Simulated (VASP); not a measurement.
Write the native input for VASP 6.6.1 that does the following.

- Task: single point
- Functional: PBE
- Potentials or basis: VASP PAW PBE potentials, release 64 (Ru_pv)
- Cutoff: 520 eV
- k mesh: 6 × 6 × 1
- Occupations: gaussian, width 0.1 eV
- Spin: no spin polarisation
- Dipole correction: yes
- Further INCAR settings: ALGO = Normal; EDIFF = 1e-07; NBANDS = 21

The structure of Ru lies in POSCAR:

```
Ru
1.0
    2.7448950000      0.0000000000      0.0000000000
   -1.3724470000      2.3771480000      0.0000000000
    0.0000000000      0.0000000000     17.0000000000
Ru
2
Direct
    0.0000000000      0.0000000000      0.5621097400
    0.0000000000      0.0000000000      0.4378902600
```

The input as run:

INCAR

```
SYSTEM = Ru
PREC = Accurate ; ENCUT = 520
EDIFF = 1E-7 ; ISMEAR = 0
SIGMA = 0.1 ; LREAL = .False.
LASPH = .True. ; NELM = 80
ALGO = Normal ; ISIF = 2
LWAVE = .False. ; LCHARG = .False.
LDIPOL = .True. ; IDIPOL = 3
DIPOL = 0.5 0.5 0.500 ; GGA = PE
NBANDS = 21
```

KPOINTS

```
Automatic mesh
0
Gamma
  6 6 1
  0 0 0
```

Potentials or basis: VASP PAW PBE potentials, release 64 (Ru_pv).

Run with:

```console
$ cat potpaw_PBE.64/Ru_pv/POTCAR > POTCAR
$ mpirun -np 1 vasp_std > vasp.out
```

Results of the run:

- Largest force: 2.503 eV/Å
- Band gap on the k mesh: zero (band 14 reaches 0.82 eV, above the bottom of band 15 at -2.03 eV)

Caveat: the k points lie up to 0.44 Å⁻¹ apart.

Wall time 20 s on 1 thread of Intel(R) Xeon(R) Platinum 8375C CPU @ 2.90GHz (Ice Lake), on a shared host, peak memory 0.2 GiB.
